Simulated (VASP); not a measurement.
**Al: single point with r2SCAN**

The system is Al.

```xyz
1
Lattice="0.0000 1.9980 1.9980 1.9980 0.0000 1.9980 1.9980 1.9980 0.0000" Properties=species:S:1:pos:R:3 pbc="T T T"
Al    0.0000    0.0000    0.0000
```

| Quantity | Value |
| --- | --- |
| Program | VASP 6.6.1 |
| Task | single point |
| Functional | r2SCAN |
| Potentials or basis | VASP PAW PBE potentials, release 64 (Al) |
| Cutoff | 520 eV |
| k mesh | 11 × 11 × 11 |
| Occupations | methfessel-paxton, width 0.1 eV |
| Spin | no spin polarisation |

- Pressure: -0.4 GPa

Levels at points of the mesh, in eV from the Fermi level:
| k point | band 1 | band 2 | band 3 | band 4 |
| --- | --- | --- | --- | --- |
| (0.00, 0.00, 0.00) | -12.08 | 13.52 | 13.52 | 13.52 |

Run time: 10 s on 1 thread of Intel(R) Xeon(R) 6975P-C (Granite Rapids), with other jobs on the host, peak memory 0.13 GiB.

Caveat: the PAW data sets were made with another functional, which shifts forces and pressure a little.
